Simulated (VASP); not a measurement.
# FeSi (P2_13) in VASP: a series of runs, part 2 of 2

VASP 6.6.1.

## Step 3: Relaxation of cell and atoms, LDA, target pressure 50 GPa, at which the enthalpy is minimised

This run uses another cell than the first one, of 9.47 Å³/atom.

File INCAR:

```
SYSTEM = FeSi
PREC = Accurate
ENCUT = 600
EDIFF = 1E-7
ISMEAR = 0
SIGMA = 0.02
LREAL = .False.
LASPH = .True.
NELM = 120
ALGO = Normal
ISIF = 3
LWAVE = .False.
LCHARG = .False.
IBRION = 2
NSW = 80
EDIFFG = -0.003
PSTRESS = 500.0
GGA_COMPAT = .False.
NELMIN = 4
```

File KPOINTS:

```
Automatic mesh
0
Gamma
  8 8 8
  0 0 0
```

File POSCAR:

```
FeSi
1.0
    4.2317841199      0.0000000000      0.0000000000
    0.0000000000      4.2317841199      0.0000000000
    0.0000000000      0.0000000000      4.2317841199
Fe Si
4 4
Direct
    0.1402891952      0.1402891952      0.1402891952
    0.3597108048      0.8597108048      0.6402891952
    0.6402891952      0.3597108048      0.8597108048
    0.8597108048      0.6402891952      0.3597108048
    0.8424123994      0.8424123994      0.8424123994
    0.6575876006      0.1575876006      0.3424123994
    0.3424123994      0.6575876006      0.1575876006
    0.1575876006      0.3424123994      0.6575876006
```

Potentials or basis: VASP PAW LDA potentials, release 64 (Fe, Si).

Launch:

```sh
> cat potpaw_LDA.64/Fe/POTCAR potpaw_LDA.64/Si/POTCAR > POTCAR
> mpirun -np 1 vasp_std > vasp.out
```

OUTCAR:

```text
SYSTEM = FeSi
   PREC = Accurate
   ENCUT = 600
   EDIFF = 1E-7
   ISMEAR = 0
   LREAL = .False.
   LASPH = .True.
   NELM = 120
   ISIF = 3
   IBRION = 2
   NSW = 80
   EDIFFG = -0.003
   PSTRESS = 500.0
   NELMIN = 4

 ion  position               nearest neighbor table
   1  0.140  0.140  0.140-   5 2.18   6 2.22   7 2.22   8 2.22   7 2.35   8 2.35   6 2.35   3 2.60
                             4 2.60   2 2.60   2 2.60   4 2.60   3 2.60
   2  0.360  0.860  0.640-   6 2.18   5 2.22   7 2.22   8 2.22   7 2.35   8 2.35   5 2.35   1 2.60
                             1 2.60   3 2.60   3 2.60   4 2.60   4 2.60
   3  0.640  0.360  0.860-   7 2.18   6 2.22   5 2.22   8 2.22   8 2.35   6 2.35   5 2.35   1 2.60
                             4 2.60   2 2.60   2 2.60   4 2.60   1 2.60
   4  0.860  0.640  0.360-   8 2.18   6 2.22   7 2.22   5 2.22   6 2.35   5 2.35   7 2.35   1 2.60
                             3 2.60   2 2.60   1 2.60   2 2.60   3 2.60
   5  0.842  0.842  0.842-   1 2.18   2 2.22   3 2.22   4 2.22   3 2.35   4 2.35   2 2.35   6 2.62
                             7 2.62   8 2.62   6 2.62   8 2.62   7 2.62
   6  0.658  0.158  0.342-   2 2.18   1 2.22   3 2.22   4 2.22   3 2.35   4 2.35   1 2.35   8 2.62
                             5 2.62   5 2.62   7 2.62   7 2.62   8 2.62
   7  0.342  0.658  0.158-   3 2.18   2 2.22   1 2.22   4 2.22   4 2.35   2 2.35   1 2.35   8 2.62
                             5 2.62   8 2.62   6 2.62   6 2.62   5 2.62
   8  0.158  0.342  0.658-   4 2.18   2 2.22   3 2.22   1 2.22   2 2.35   1 2.35   3 2.35   7 2.62
                             5 2.62   7 2.62   5 2.62   6 2.62   6 2.62

  LATTYP: Found a simple cubic cell.
 ALAT       =     4.2317841199

  Lattice vectors:

 A1 = (   4.2317841199,   0.0000000000,   0.0000000000)
 A2 = (   0.0000000000,   4.2317841199,   0.0000000000)
 A3 = (   0.0000000000,   0.0000000000,   4.2317841199)

Analysis of symmetry for initial positions (statically):
=====================================================================
 Subroutine PRICEL returns:
 Original cell was already a primitive cell.

 Routine SETGRP: Setting up the symmetry group for a
 simple cubic supercell.

 Subroutine GETGRP returns: Found 12 space group operations
 (whereof  3 operations were pure point group operations)
 out of a pool of 48 trial point group operations.

The static configuration has the point symmetry C_3 .
 The point group associated with its full space group is T   .
[... 153 lines left out ...]
   AEXX    =    0.0000 exact exchange contribution
   IVDW    =     0    specifies the selected vdW correction
   LEPSILON=     F    determine dielectric tensor
   LRPA    =     F    only Hartree local field effects (RPA)
 conjugate gradient relaxation of ions
 non-spin polarized calculation
 Gauss-broadening in eV      SIGMA  =   0.02
  energy-cutoff  :      600.00
  volume of cell :       75.78
 maximum number of plane-waves:      2560
 NGX is ok and might be reduce to    36
   NGX = 17   NGY = 17   NGZ = 17

--------------------------------------- Ionic step        1  -------------------------------------------

 number of electron      48.0000028 magnetization

 Free energy of the ion-electron system (eV)
  ---------------------------------------------------
  ext. energy  EPLUGINS =         0.00000000
  ---------------------------------------------------
  free energy    TOTEN  =       -65.85506826 eV

  energy without entropy =      -65.85506819  energy(sigma->0) =      -65.85506822

------------------------ aborting loop because EDIFF is reached ----------------------------------------

  FORCE on cell =-STRESS in cart. coord.  units (eV):
  Direction    XX          YY          ZZ          XY          YZ          ZX
  --------------------------------------------------------------------------------------
  -------------------------------------------------------------------------------------
  Total       14.8521477     14.8521477     14.8521477      0.0000000     -0.0000000      0.0000000
  in kB      313.9997680    313.9997680    313.9997680      0.0000000     -0.0000000      0.0000000
  external PRESSURE =    -186.0002320 kB  Pullay stress =     500.0000000 kB
[... 339 lines left out ...]
--------------------------------------- Ionic step        9  -------------------------------------------

 number of electron      48.0000002 magnetization

 Free energy of the ion-electron system (eV)
  ---------------------------------------------------
  ext. energy  EPLUGINS =         0.00000000
  ---------------------------------------------------
  free energy    TOTEN  =       -65.03926923 eV

  energy without entropy =      -65.03926914  energy(sigma->0) =      -65.03926918

 E-fermi :  12.4580     XC(G=0): -13.9552

 val. band max:       12.3962960321   @ k =   0.2500   0.1250   0.1250
 cond. band min:      12.5191905816   @ k =   0.3750   0.1250   0.1250
 fundamental gap:      0.1228945495
 Fermi energy:        12.4579589529

 k-point     1 :       0.0000    0.0000    0.0000
  band No.  band energies     occupation
      1      -2.3650      2.00000
      2       3.5896      2.00000
      3       3.5896      2.00000
      4       3.5896      2.00000
      5       6.5200      2.00000
      6       6.5200      2.00000
[... 757 lines left out ...]
     28      15.2621      0.00000
     29      15.6692      0.00000

 [... further k-points ...]
[... 5 lines left out ...]
  --------------------------------------------------------------------------------------
  -------------------------------------------------------------------------------------
  Total       22.6387890     22.6387890     22.6387890      0.0000000      0.0000000      0.0000000
  in kB      500.0256890    500.0256890    500.0256890      0.0000000      0.0000000      0.0000000
  external PRESSURE =       0.0256890 kB  Pullay stress =     500.0000000 kB
[... 27 lines left out ...]
  energy  without entropy=      -65.0392691361  energy(sigma->0) =      -65.03926918

  enthalpy is  TOTEN    =       -42.4016433359 eV   P V=       22.6376258956

 reached required accuracy - stopping structural energy minimisation
```

OSZICAR:

```text
N       E                     dE             d eps       ncg     rms          rms(c)
DAV:   1     0.404293660001E+03    0.40429E+03   -0.22339E+04  2610   0.220E+03
[... 86 lines left out ...]
       N       E                     dE             d eps       ncg     rms          rms(c)
DAV:   1    -0.650404702989E+02    0.39710E-01   -0.28588E-02  2653   0.253E+00    0.379E-01
DAV:   2    -0.650404075069E+02    0.62792E-04   -0.22845E-02  3881   0.216E+00    0.272E-01
DAV:   3    -0.650393203705E+02    0.10871E-02   -0.78922E-03  3876   0.123E+00    0.798E-02
DAV:   4    -0.650392701160E+02    0.50255E-04   -0.21385E-04  4002   0.161E-01    0.133E-02
DAV:   5    -0.650392693996E+02    0.71641E-06   -0.48494E-06  4090   0.214E-02    0.786E-03
DAV:   6    -0.650392692106E+02    0.18903E-06   -0.60083E-07  2737   0.642E-03    0.221E-03
DAV:   7    -0.650392692315E+02   -0.20910E-07   -0.12359E-07  1620   0.308E-03
   9 F= -.42401643E+02 E0= -.42401643E+02  d E =-.592710E-04
```

CONTCAR:

```text
FeSi
   1.00000000000000
     4.1705226631630072    0.0000000000000000   -0.0000000000000000
     0.0000000000000000    4.1705226631630072   -0.0000000000000000
     0.0000000000000000   -0.0000000000000000    4.1705226631630072
  Fe              Si
     4     4
Direct
     0.1418224696249586    0.1418224696249586    0.1418224696249586
     0.3581775303750414    0.8581775303750413    0.6418224696249587
     0.6418224696249587    0.3581775303750414    0.8581775303750413
     0.8581775303750413    0.6418224696249587    0.3581775303750414
     0.8430285005822008    0.8430285005822008    0.8430285005822008
     0.6569714994177992    0.1569714994177993    0.3430285005822007
     0.3430285005822007    0.6569714994177992    0.1569714994177993
     0.1569714994177993    0.3430285005822007    0.6569714994177992

  0.00000000E+00  0.00000000E+00  0.00000000E+00
  0.00000000E+00  0.00000000E+00  0.00000000E+00
  0.00000000E+00  0.00000000E+00  0.00000000E+00
  0.00000000E+00  0.00000000E+00  0.00000000E+00
  0.00000000E+00  0.00000000E+00  0.00000000E+00
  0.00000000E+00  0.00000000E+00  0.00000000E+00
  0.00000000E+00  0.00000000E+00  0.00000000E+00
  0.00000000E+00  0.00000000E+00  0.00000000E+00
```

It took 20 min on 1 thread of Oxide Virtual Turin-like, shared host; peak memory 0.21 GiB.

What came out:

| Property | Result |
| --- | --- |
| Free energy | -65.0393 eV |
| Relaxed volume | 9.07 Å³/atom |
| Relaxed cell | a = 4.171 Å, b = 4.171 Å, c = 4.171 Å, α = 90.00°, β = 90.00°, γ = 90.00° |
| Space group after relaxing (to 0.1 Å) | P2_13 (No. 198) |
| Energy change on relaxing (the run minimises the enthalpy) | +102.0 meV/atom |
| Ionic steps | 9 |
| Pressure after relaxing | 50.0 GPa |
| Band gap on the k mesh | 0.12 eV (least direct gap 0.15 eV) |

The path:
| step | energy change (eV) | largest force (eV/Å) | pressure (GPa) | volume (Å³) |
| --- | --- | --- | --- | --- |
| 1 | 0.0000 | 0.0549 | 31.40 | 75.78 |
| 2 | 5.0530 | 0.7849 | 121.89 | 64.35 |
| 3 | 0.7545 | 0.2156 | 49.05 | 72.75 |
| 4 | 0.7955 | 0.2230 | 49.92 | 72.62 |
| 5 | 0.8150 | 0.2266 | 50.31 | 72.56 |
| 6 | 0.8303 | 0.0262 | 50.35 | 72.49 |
| 7 | 0.8326 | 0.0032 | 50.36 | 72.49 |
| 8 | 0.7749 | 0.0077 | 49.14 | 72.67 |
| 9 | 0.8158 | 0.0002 | 50.00 | 72.54 |

Final structure:
```xyz
8
Lattice="4.1705 0.0000 0.0000 0.0000 4.1705 0.0000 0.0000 0.0000 4.1705" Properties=species:S:1:pos:R:3 pbc="T T T"
Fe    0.5915    0.5915    0.5915
Fe    1.4938    3.5790    2.6767
Fe    2.6767    1.4938    3.5790
Fe    3.5790    2.6767    1.4938
Si    3.5159    3.5159    3.5159
Si    2.7399    0.6547    1.4306
Si    1.4306    2.7399    0.6547
Si    0.6547    1.4306    2.7399
```

Caveat: the cell is relaxed towards a set pressure, so the run minimises the enthalpy, not the energy.

## Step 4: Relaxation of cell and atoms, LDA, target pressure 30 GPa, at which the enthalpy is minimised

This run uses another cell than the first one, of 9.89 Å³/atom.

INCAR: that of step 3 with these lines changed.

```diff
@@ -16,3 +16,3 @@
 EDIFFG = -0.003
-PSTRESS = 500.0
+PSTRESS = 300.0
 GGA_COMPAT = .False.
```

File KPOINTS:

```
regular mesh
0
Gamma
  8 8 8
  0 0 0
```

File POSCAR:

```
FeSi
1.0
    4.2926769219      0.0000000000      0.0000000000
    0.0000000000      4.2926769219      0.0000000000
    0.0000000000      0.0000000000      4.2926769219
Fe Si
4 4
Direct
    0.1389070562      0.1389070562      0.1389070562
    0.3610929438      0.8610929438      0.6389070562
    0.6389070562      0.3610929438      0.8610929438
    0.8610929438      0.6389070562      0.3610929438
    0.8417703090      0.8417703090      0.8417703090
    0.6582296910      0.1582296910      0.3417703090
    0.3417703090      0.6582296910      0.1582296910
    0.1582296910      0.3417703090      0.6582296910
```

Launch:

```sh
> cat potpaw_LDA.64/Fe/POTCAR potpaw_LDA.64/Si/POTCAR > POTCAR
> mpirun -np 1 vasp_std > vasp.out
```

Wall time 18 min (1 thread of Oxide Virtual Turin-like, shared host); peak memory 0.21 GiB.

It converged, with:

```yaml
Free_energy: -65.9055 eV
Relaxed_volume: 9.50 Å³/atom
Relaxed_cell: a = 4.237 Å, b = 4.237 Å, c = 4.237 Å, α = 90.00°, β = 90.00°, γ = 90.00°
Space_group_after_relaxing_to_0.1_Å: P2_13 (No. 198)
Energy_change_on_relaxing_the_run_minimises_the_enthalpy: +54.3 meV/atom
Ionic_steps: 9
Pressure_after_relaxing: 30.0 GPa
Band_gap_on_the_k_mesh: 0.12 eV (least direct gap 0.15 eV)
```

Step by step:
| step | energy change (eV) | largest force (eV/Å) | pressure (GPa) | volume (Å³) |
| --- | --- | --- | --- | --- |
| 1 | 0.0000 | 0.0535 | 16.10 | 79.10 |
| 2 | 2.4045 | 0.6116 | 71.54 | 69.68 |
| 3 | 0.4064 | 0.2026 | 29.56 | 76.22 |
| 4 | 0.4218 | 0.2071 | 29.97 | 76.14 |
| 5 | 0.4328 | 0.2103 | 30.27 | 76.08 |
| 6 | 0.4419 | 0.0535 | 30.29 | 76.00 |
| 7 | 0.4461 | 0.0035 | 30.33 | 75.98 |
| 8 | 0.4098 | 0.0078 | 29.31 | 76.17 |
| 9 | 0.4346 | 0.0008 | 30.00 | 76.04 |

Final structure:
```xyz
8
Lattice="4.2365 0.0000 0.0000 0.0000 4.2365 0.0000 0.0000 0.0000 4.2365" Properties=species:S:1:pos:R:3 pbc="T T T"
Fe    0.5956    0.5956    0.5956
Fe    1.5227    3.6409    2.7139
Fe    2.7139    1.5227    3.6409
Fe    3.6409    2.7139    1.5227
Si    3.5690    3.5690    3.5690
Si    2.7857    0.6675    1.4508
Si    1.4508    2.7857    0.6675
Si    0.6675    1.4508    2.7857
```

Levels at points of the mesh, in eV from the valence-band top:
```tsv
k point	band 20	band 21	band 22	band 23	band 24	band 25	band 26	band 27	band 28	band 29
(0.00, 0.00, 0.00)	-0.35	-0.35	-0.35	-0.08	-0.08	0.79	0.79	0.79	3.80	3.80
(0.50, 0.00, 0.00)	-1.55	-0.49	-0.49	-0.01	-0.01	0.18	0.18	2.03	2.03	2.88
(0.50, 0.50, 0.00)	-1.58	-1.23	-1.23	-0.45	-0.45	0.73	0.73	1.58	1.58	3.42
(0.50, 0.50, 0.50)	-0.93	-0.84	-0.84	-0.84	-0.84	0.55	0.55	0.55	0.55	6.62
```

Caveat: the cell is relaxed towards a set pressure, so the run minimises the enthalpy, not the energy. Spin polarisation is off, so any magnetic state and its effect on volume and gap are missing.

## Step 5: Summary

```tsv
cell	gap on the mesh (eV)	pressure (GPa)
relaxed to 80 GPa from a = 4.165 Å, 8 atoms, atomic positions A	0.12	80.0
relaxed to 50 GPa from a = 4.232 Å, 8 atoms, atomic positions B	0.12	50.0
relaxed to 30 GPa from a = 4.293 Å, 8 atoms, atomic positions C	0.12	30.0
```

Alike in all rows: task relaxation of cell and atoms; level LDA; potentials or basis VASP PAW LDA potentials, release 64 (Fe, Si); no spin polarisation; k mesh 8 × 8 × 8; cutoff (eV) 600; smearing gaussian 0.02 eV.

Caveats: the cell is relaxed towards a set pressure, so the run minimises the enthalpy, not the energy.

Absolute energies hang on the potentials; compare differences alone.
